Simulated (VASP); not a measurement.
A run of VASP 6.6.1:

INCAR

```
SYSTEM = Be
  PREC = Accurate
  ENCUT = 600
  EDIFF = 1E-6
  ISMEAR = 0
  SIGMA = 0.1
  LREAL = .FALSE.
  LASPH = .TRUE.
  NELM = 80
  ALGO = Fast
  ISIF = 4
  LWAVE = .FALSE.
  LCHARG = .FALSE.
  GGA = PE
  IVDW = 12
  IBRION = 2
  NSW = 50
  EDIFFG = -0.01
```

File KPOINTS:

```
Automatic mesh
0
G
  16 12 12
  0 0 0
```

Contents of POSCAR:

```
Be
1.0
    2.4569710754      0.0000000000      0.0000000000
    0.0000000000      3.4045661486      0.0000000000
    0.0000000000      0.0000000000      3.4045664919
Be
4
Direct
    0.7499961184      0.7500001398      0.7499999949
    0.2500038816      0.2499998602      0.7499999949
    0.2499961184      0.7499998602      0.2500000051
    0.7500038816      0.2500001398      0.2500000051
```

Potentials or basis: VASP PAW PBE potentials, release 64 (Be).

Run with:

```bash
$ cat potpaw_PBE.64/Be/POTCAR > POTCAR
$ mpirun -np 1 vasp_std > vasp.out
```

Hardware: 1 thread of Intel Xeon 8259CL, on a shared host.

Task: How long does it take, and how much memory?

Result: Run time: 99 s on 1 thread of Intel Xeon 8259CL, with other jobs on the host, peak memory 0.2 GiB. Counts: scf iterations 18, k points 252, ion steps 1.
